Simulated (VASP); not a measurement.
**Sc: single point with PBE**

The system is Sc.

```
CELL_PARAMETERS angstrom
2.96431 0.00000 0.00000
-1.48216 2.56717 0.00000
0.00000 0.00000 4.59031
ATOMIC_POSITIONS crystal
Sc 0.33333 0.66667 0.25000
Sc 0.66667 0.33333 0.75000
```

| Quantity | Value |
| --- | --- |
| Program | VASP 6.6.1 |
| Task | single point |
| Functional | PBE |
| Potentials or basis | VASP PAW PBE potentials, release 64 (Sc_sv) |
| Cutoff | 520 eV |
| k mesh | 15 × 15 × 8 |
| Occupations | fermi-dirac, width 0.1 eV |
| Spin | no spin polarisation |

The pressure is 32.2 GPa and the band gap on the k mesh is zero (band 11 reaches 7.87 eV, above the bottom of band 12 at 5.32 eV).

Levels at points of the mesh, in eV from the Fermi level:
```tsv
k point	band 9	band 10	band 11	band 12	band 13	band 14
(0.00, 0.00, 0.00)	-5.55	-2.20	1.89	1.93	1.93	2.40
(0.00, 0.00, 0.50)	-3.56	-3.56	1.22	1.22	1.80	1.80
```

Wall time 25 s on 1 thread of Intel(R) Xeon(R) 6975P-C (Granite Rapids), with other jobs on the host, peak memory 0.2 GiB.
